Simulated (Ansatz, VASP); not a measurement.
MgZr2N in VASP and in Ansatz

```
Mg Zr N
1.0
     2.69261    1.55458    3.49823
    -2.69261    1.55458    3.49823
     0.00000   -3.10916    3.49823
Mg Zr N
1 2 1
Direct
  0.50000 0.50000 0.50000
  0.81401 0.81401 0.81401
  0.18599 0.18599 0.18599
  0.00000 0.00000 0.00000
```

Alike in both runs: functional PBE; k mesh 6 × 6 × 6; occupations gaussian, width 0.1 eV; no spin polarisation.

Ansatz relaxed the structure, and its values are those at the end. VASP's run is a single point on that final structure, the one shown.

|  | VASP | Ansatz |
| --- | --- | --- |
| version | VASP 6.6.1 | Ansatz 0.2.0 |
| potentials or method | VASP PAW PBE potentials, release 64 (Mg, Zr_sv, N), cutoff 520 eV | scalar-relativistic, plane waves, PAW |
| valence electrons in the cell | 31 | 39 |

Ansatz gave:

* gap on the k mesh at the Fermi level (eV): none
* pressure (GPa): 0.0
* rms of the force components (eV/Å): 0.002

Q: Which values does VASP return?

A: gap on the k mesh at the Fermi level (eV): none; pressure (GPa): 0.0; rms of the force components (eV/Å): 0.014.

A gap of «none» marks a metal or a gap that the smearing closes. The functional is the same, so the differences come from potentials, cutoffs and numerics. VASP's potentials hold 31 valence electrons a cell and Ansatz's 39, so a difference there can come from the potentials and not from the codes.
